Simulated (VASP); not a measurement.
# AlRu (Pm-3m) in VASP: a series of runs

Runs on AlRu. Level: PBE. Tasks: single point, relaxation of cell and atoms.

All numbers are computed with VASP 6.6.1; they aren't measurements. Logs are shortened: lines on timing, memory, paths and dates and some standing lists are left out, and cuts for length are marked.

## 1. The cell of the first run

It takes space group Pm-3m (No. 221, cubic). The conventional cell has a = 3.004 Å, b = 3.004 Å, c = 3.004 Å, α = 90.00°, β = 90.00°, γ = 90.00°. Al (site symmetry m-3m) has 8 Ru at 2.60 Å and 6 Al at 3.00 Å within 3.4 Å. Ru (site symmetry m-3m) has 8 Al at 2.60 Å and 6 Ru at 3.00 Å within 3.4 Å.

## 2. Single point, PBE

INCAR

```
SYSTEM = AlRu
PREC     = Accurate       ! precision mode
ENCUT    = 520            ! plane-wave cutoff, eV
EDIFF    = 1E-6           ! SCF threshold, eV
ISMEAR   = 0              ! smearing method
SIGMA    = 0.1            ! smearing width, eV
LREAL    = .False.        ! projectors in reciprocal space
LASPH    = .True.         ! aspherical terms in the spheres
NELM     = 60             ! most SCF steps
ALGO     = Normal         ! electronic algorithm
ISIF     = 2              ! what is computed and relaxed
LWAVE    = .False.        ! write WAVECAR
LCHARG   = .True.         ! write CHGCAR
GGA      = PE             ! functional
LELF     = .True.         ! ELF
LVHAR    = .True.       
NBANDS   = 16             ! bands
```

KPOINTS

```
Automatic mesh
0
Gamma
  18 18 18
  0 0 0
```

POSCAR

```
AlRu
1.0
    3.0037043292      0.0000000000      0.0000000000
    0.0000000000      3.0037043292      0.0000000000
    0.0000000000      0.0000000000      3.0037043292
Al Ru
1 1
Direct
    0.0000000000      0.0000000000      0.0000000000
    0.5000000000      0.5000000000      0.5000000000
```

Potentials or basis: VASP PAW PBE potentials, release 64 (Al, Ru_pv).

Launch:

```
cat potpaw_PBE.64/Al/POTCAR potpaw_PBE.64/Ru_pv/POTCAR > POTCAR
mpirun -np 1 vasp_std > vasp.out
```

OUTCAR:

```text
SYSTEM = AlRu
   PREC = Accurate
   ENCUT = 520
   EDIFF = 1E-6
   ISMEAR = 0
   LREAL = .False.
   LASPH = .True.
   NELM = 60
   ISIF = 2
   GGA = PE

 ion  position               nearest neighbor table
   1  0.000  0.000  0.000-   2 2.60   2 2.60   2 2.60   2 2.60   2 2.60   2 2.60   2 2.60   2 2.60

   2  0.500  0.500  0.500-   1 2.60   1 2.60   1 2.60   1 2.60   1 2.60   1 2.60   1 2.60   1 2.60

  LATTYP: Found a simple cubic cell.
 ALAT       =     3.0037043292

  Lattice vectors:

 A1 = (   3.0037043292,   0.0000000000,   0.0000000000)
 A2 = (   0.0000000000,   3.0037043292,   0.0000000000)
 A3 = (   0.0000000000,   0.0000000000,   3.0037043292)

Analysis of symmetry for initial positions (statically):
=====================================================================
 Subroutine PRICEL returns:
 Original cell was already a primitive cell.

 Routine SETGRP: Setting up the symmetry group for a
 simple cubic supercell.

 Subroutine GETGRP returns: Found 48 space group operations
 (whereof 48 operations were pure point group operations)
 out of a pool of 48 trial point group operations.

The static configuration has the point symmetry O_h .

Analysis of symmetry for dynamics (positions and initial velocities):
=====================================================================
 Subroutine PRICEL returns:
 Original cell was already a primitive cell.

 Routine SETGRP: Setting up the symmetry group for a
 simple cubic supercell.

 Subroutine GETGRP returns: Found 48 space group operations
 (whereof 48 operations were pure point group operations)
 out of a pool of 48 trial point group operations.

The dynamic configuration has the point symmetry O_h .

 Subroutine INISYM returns: Found 48 space group operations
 (whereof 48 operations are pure point group operations),
 and found     1 'primitive' translations

----------------------------------------------------------------------------------------

                                     Primitive cell

  volume of cell :      27.1001

  direct lattice vectors                    reciprocal lattice vectors
     3.003704329  0.000000000  0.000000000     0.332922249  0.000000000  0.000000000
     0.000000000  3.003704329  0.000000000     0.000000000  0.332922249  0.000000000
     0.000000000  0.000000000  3.003704329     0.000000000  0.000000000  0.332922249

  length of vectors
     3.003704329  3.003704329  3.003704329     0.332922249  0.332922249  0.332922249

  position of ions in fractional coordinates (direct lattice)
     0.000000000  0.000000000  0.000000000
     0.500000000  0.500000000  0.500000000

  ion indices of the primitive-cell ions
   primitive index   ion index
                 1           1
                 2           2

----------------------------------------------------------------------------------------

 KPOINTS: Automatic mesh

Automatic generation of k-mesh.
 Grid dimensions read from file:
 generate k-points for:   18   18   18

 Generating k-lattice:

  Cartesian coordinates                     Fractional coordinates (reciprocal lattice)
     0.018495680  0.000000000  0.000000000     0.055555556  0.000000000  0.000000000
     0.000000000  0.018495680  0.000000000     0.000000000  0.055555556  0.000000000
     0.000000000  0.000000000  0.018495680     0.000000000  0.000000000  0.055555556

  Length of vectors
     0.018495680  0.018495680  0.018495680

  Shift w.r.t. Gamma in fractional coordinates (k-lattice)
     0.000000000  0.000000000  0.000000000

 Subroutine IBZKPT returns following result:
 ===========================================

 Found    220 irreducible k-points:

 Following reciprocal coordinates:
            Coordinates               Weight
  0.000000  0.000000  0.000000      1.000000
  0.055556  0.000000  0.000000      6.000000
  0.111111  0.000000  0.000000      6.000000
  0.166667  0.000000  0.000000      6.000000
  0.222222  0.000000  0.000000      6.000000
  0.277778  0.000000  0.000000      6.000000
[... 16 lines left out ...]
  0.277778  0.111111  0.000000     24.000000
  0.333333  0.111111  0.000000     24.000000
 [... further k-points ...]
   k-points           NKPTS =    220   k-points in BZ     NKDIM =    220   number of bands    NBANDS=     16
   number of dos      NEDOS =    301   number of ions     NIONS =      2
   total plane-waves  NPLWV =  13824
   dimension x,y,z NGX =    24 NGY =   24 NGZ =   24
   dimension x,y,z NGXF=    48 NGYF=   48 NGZF=   48
   ions per type =               1   1
   NGX,Y,Z   is equivalent  to a cutoff of  13.28, 13.28, 13.28 a.u.
   NGXF,Y,Z  is equivalent  to a cutoff of  26.57, 26.57, 26.57 a.u.
 SYSTEM =  AlRu
   PREC   = accura    normal or accurate (medium, high low for compatibility)
   ISTART =      0    job   : 0-new  1-cont  2-samecut
   ICHARG =      2    charge: 1-file 2-atom 10-const
   ISPIN  =      1    spin polarized calculation?
   LNONCOLLINEAR =      F non collinear calculations
   LSORBIT =      F    spin-orbit coupling
   LASPH  =      T    aspherical Exc in radial PAW
   ENCUT  =  520.0 eV  38.22 Ry    6.18 a.u.   5.58  5.58  5.58*2*pi/ulx,y,z
   NELM   =     60;   NELMIN=  2; NELMDL= -5     # of ELM steps
   EDIFF  = 0.1E-05   stopping-criterion for ELM
   LREAL  =      F    real-space projection
   EDIFFG = 0.1E-04   stopping-criterion for IOM
   NSW    =      0    number of steps for IOM
   IBRION =     -1    ionic relax: 0-MD 1-quasi-New 2-CG
   NFREE  =      0    steps in history (QN), initial steepest desc. (CG)
   ISIF   =      2    stress and relaxation
   ISYM   =      2    0-nonsym 1-usesym 2-fastsym
   POTIM  = 0.5000    time-step for ionic-motion
   TEBEG  =    0.0;   TEEND  =   0.0 temperature during run
   PSTRESS=    0.0 pullay stress
   NELECT =      17.0000    total number of electrons
   NUPDOWN=      -1.0000    fix difference up-down
   EMIN   =  10.00;   EMAX   =-10.00  energy-range for DOS
   EFERMI =   0.00;   METHOD = LEGACY
   ISMEAR =     0;   SIGMA  =   0.10  broadening in eV -4-tet -1-fermi 0-gaus
   EFERMI_NEDOS =   21; number of points for ismear=-14 and -15
   IALGO  =     38    algorithm
   IMIX   =      4    mixing-type and parameters
     AMIX     =   0.40;   BMIX     =  1.00
     AMIX_MAG =   1.60;   BMIX_MAG =  1.00
  volume/ion in A,a.u.               =      13.55        91.44
  Fermi-wavevector in a.u.,A,eV,Ry     =   1.401417  2.648294 26.721418  1.963969
  Thomas-Fermi vector in A             =   2.524280
   LORBIT       =      0    0 simple, 1 ext, 2 COOP (PROOUT), +10 PAW based schemes
   GGA     = PE    functional components
   LHFCALC =     F    Hartree Fock is set to
   AEXX    =    0.0000 exact exchange contribution
   IVDW    =     0    specifies the selected vdW correction
   LEPSILON=     F    determine dielectric tensor
   LRPA    =     F    only Hartree local field effects (RPA)
 non-spin polarized calculation
 Gauss-broadening in eV      SIGMA  =   0.10
  energy-cutoff  :      520.00
  volume of cell :       27.10
 maximum number of plane-waves:       743
 NGX is ok and might be reduce to    24
   NGX = 11   NGY = 11   NGZ = 11

 number of electron      16.9999996 magnetization

 Free energy of the ion-electron system (eV)
  ---------------------------------------------------
  ext. energy  EPLUGINS =         0.00000000
  ---------------------------------------------------
  free energy    TOTEN  =       -14.26456014 eV

  energy without entropy =      -14.25709049  energy(sigma->0) =      -14.26082531

 E-fermi :  10.5384     XC(G=0): -12.5045

 val. band max:       10.5298370483   @ k =   0.0556   0.0556   0.0556
 cond. band min:      10.5406029049   @ k =   0.1667   0.1111   0.0000
 fundamental gap:      0.0107658566
 Fermi energy:        10.5384137435

 k-point     1 :       0.0000    0.0000    0.0000
  band No.  band energies     occupation
      1     -31.2218      2.00000
      2     -31.2218      2.00000
      3     -31.2218      2.00000
      4       0.9430      2.00000
      5       7.0449      2.00000
      6       7.0449      2.00000
[... 8 lines left out ...]
     15      22.6633      0.00000
     16      25.4251      0.00000

 k-point     2 :       0.0556    0.0000    0.0000
  band No.  band energies     occupation
      1     -31.2279      2.00000
      2     -31.2213      2.00000
      3     -31.2213      2.00000
      4       1.0018      2.00000
      5       7.0654      2.00000
      6       7.0655      2.00000
[... 8 lines left out ...]
     15      22.6635      0.00000
     16      25.6103      0.00000

 k-point     3 :       0.1111    0.0000    0.0000
  band No.  band energies     occupation
      1     -31.2455      2.00000
      2     -31.2199      2.00000
      3     -31.2199      2.00000
      4       1.1767      2.00000
      5       7.1171      2.00000
      6       7.1258      2.00000
[... 8 lines left out ...]
     15      22.6641      0.00000
     16      26.1929      0.00000

 k-point     4 :       0.1667    0.0000    0.0000
  band No.  band energies     occupation
      1     -31.2722      2.00000
      2     -31.2176      2.00000
      3     -31.2176      2.00000
      4       1.4629      2.00000
      5       7.1683      2.00000
      6       7.2207      2.00000
[... 8 lines left out ...]
     15      22.7248      0.00000
     16      27.1876      0.00000
[... 324 lines left out ...]
 k-point    22 :       0.2222    0.1111    0.0000
  band No.  band energies     occupation
      1     -31.3026      2.00000
      2     -31.2380      2.00000
      3     -31.2128      2.00000
      4       2.0675      2.00000
      5       7.2524      2.00000
      6       7.4301      2.00000
[... 8 lines left out ...]
     15      23.7894      0.00000
     16      26.4745      0.00000

 k-point    23 :       0.2778    0.1111    0.0000
  band No.  band energies     occupation
      1     -31.3370      2.00000
      2     -31.2349      2.00000
      3     -31.2099      2.00000
      4       2.5392      2.00000
      5       7.1140      2.00000
      6       7.5670      2.00000
[... 8 lines left out ...]
     15      24.2544      0.00000
     16      25.4230      0.00000

 k-point    24 :       0.3333    0.1111    0.0000
  band No.  band energies     occupation
      1     -31.3692      2.00000
      2     -31.2320      2.00000
      3     -31.2071      2.00000
      4       3.0887      2.00000
      5       6.7881      2.00000
      6       7.7073      2.00000
[... 8 lines left out ...]
     15      24.2618      0.00000
     16      24.7429      0.00000

 [... further k-points ...]

------------------------ aborting loop because EDIFF is reached ----------------------------------------

  FORCE on cell =-STRESS in cart. coord.  units (eV):
  Direction    XX          YY          ZZ          XY          YZ          ZX
  --------------------------------------------------------------------------------------
  -------------------------------------------------------------------------------------
  Total       -0.0071282     -0.0071282     -0.0071282     -0.0000000      0.0000000     -0.0000000
  in kB       -0.4214249     -0.4214249     -0.4214249     -0.0000000      0.0000000     -0.0000000
  external PRESSURE =      -0.4214249 kB  Pullay stress =       0.0000000 kB

 VOLUME and BASIS-vectors are now :
 -----------------------------------------------------------------------------
  energy-cutoff  :      520.00
  volume of cell :       27.10
      direct lattice vectors                 reciprocal lattice vectors
     3.003704329  0.000000000  0.000000000     0.332922249  0.000000000  0.000000000
     0.000000000  3.003704329  0.000000000     0.000000000  0.332922249  0.000000000
     0.000000000  0.000000000  3.003704329     0.000000000  0.000000000  0.332922249

 POSITION                                       TOTAL-FORCE (eV/Angst)
 -----------------------------------------------------------------------------------
      0.00000      0.00000      0.00000         0.000000      0.000000      0.000000
      1.50185      1.50185      1.50185         0.000000      0.000000      0.000000
 -----------------------------------------------------------------------------------
    total drift:                                0.000000     -0.000000     -0.000000

  FREE ENERGIE OF THE ION-ELECTRON SYSTEM (eV)
  ---------------------------------------------------
  free  energy   TOTEN  =       -14.2645601379 eV

  energy  without entropy=      -14.2570904883  energy(sigma->0) =      -14.26082531
```

Run time: 83 s. Hardware: 1 thread of Intel Xeon 8259CL, shared host; peak memory 0.21 GiB.

What came out:

| Property | Result |
| --- | --- |
| Free energy | -14.2646 eV |
| Pressure | 0.0 GPa |
| Band gap on the k mesh | zero (an odd number of electrons rules out a gap without spin polarisation) |

## 3. Relaxation of cell and atoms, PBE

INCAR

```
ALGO = Normal
EDIFF = 1E-6
EDIFFG = -0.01
ENCUT = 600
GGA = PE
IBRION = 2
ISIF = 3
ISMEAR = 0
LASPH = True
LCHARG = False
LREAL = False
LWAVE = False
NELM = 60
NSW = 100
PREC = Accurate
SIGMA = 0.1
```

KPOINTS

```
k-points
0
Gamma
  18 18 18
```

POSCAR is that of step 2.

Potentials or basis: VASP PAW PBE potentials, release 64 (Al, Ru_pv).

Launch:

```
cat potpaw_PBE.64/Al/POTCAR potpaw_PBE.64/Ru_pv/POTCAR > POTCAR
mpirun -np 1 vasp_std > vasp.out
```

Run time: 54 s. Hardware: 1 thread of Intel Xeon 8259CL, shared host; peak memory 0.22 GiB.

Results (log left out):

- Free energy: -14.2645 eV
- Pressure after relaxing: -0.1 GPa
- Band gap on the k mesh: zero (an odd number of electrons rules out a gap without spin polarisation)

Final structure:
```xyz
2
Lattice="3.0037 0.0000 0.0000 0.0000 3.0037 0.0000 0.0000 0.0000 3.0037" Properties=species:S:1:pos:R:3 pbc="T T T"
Al    0.0000    0.0000    0.0000
Ru    1.5019    1.5019    1.5019
```

Levels at points of the mesh, in eV from the Fermi level:
| k point | band 6 | band 7 | band 8 | band 9 | band 10 | band 11 | band 12 |
| --- | --- | --- | --- | --- | --- | --- | --- |
| (0.00, 0.00, 0.00) | -3.49 | 0.18 | 0.18 | 0.18 | 6.03 | 6.03 | 6.03 |
| (0.50, 0.00, 0.00) | -2.71 | -1.57 | -1.57 | 0.43 | 2.25 | 7.46 | 10.98 |
| (0.50, 0.50, 0.00) | -1.35 | -1.35 | -1.14 | -1.14 | 1.51 | 5.24 | 6.12 |
| (0.50, 0.50, 0.50) | -4.56 | 1.60 | 1.60 | 2.51 | 4.12 | 4.12 | 4.12 |

Caveat: the relaxation stopped at its first step, so nothing moved.
